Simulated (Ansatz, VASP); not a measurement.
# HfS2: VASP beside Ansatz

```
Hf S
1.0
     3.52139    0.00000    0.00000
    -1.76069    3.04961    0.00000
     0.00000    0.00000    5.95020
Hf S
1 2
Direct
  0.00000 0.00000 0.00000
  0.33333 0.66667 0.24966
  0.66667 0.33333 0.75034
```

Change from the starting cell: epitaxial_xy strain -3.0%.

Alike in both runs: task single point; functional PBE; k mesh 12 × 12 × 4; occupations fermi-dirac, width 0.02 eV; no spin polarisation.

```csv
,VASP,Ansatz
version,VASP 6.6.1,Ansatz 0.2.0
potentials or method,"VASP PAW PBE potentials, release 64 (Hf_pv, S)","plane waves, PAW"
plane-wave cutoff (eV),500,420
valence electrons in the cell,22,38
```

VASP gave:

```
pressure (GPa)                                                : 5.4
traceless stress, the component that is largest in VASP (GPa) : -2.87
rms of the force components (eV/Å)                            : 0.041
```

Problem. Estimate Ansatz's values.

Solution. Pressure (GPa): 6.0; traceless stress, the component that is largest in VASP (GPa): -2.90; rms of the force components (eV/Å): 0.072.

Atom by atom the forces differ by 0.031 eV/Å (rms over components). VASP's potentials hold 22 valence electrons a cell and Ansatz's 38, so a difference there can come from the potentials and not from the codes.

Spin-orbit coupling is off throughout.
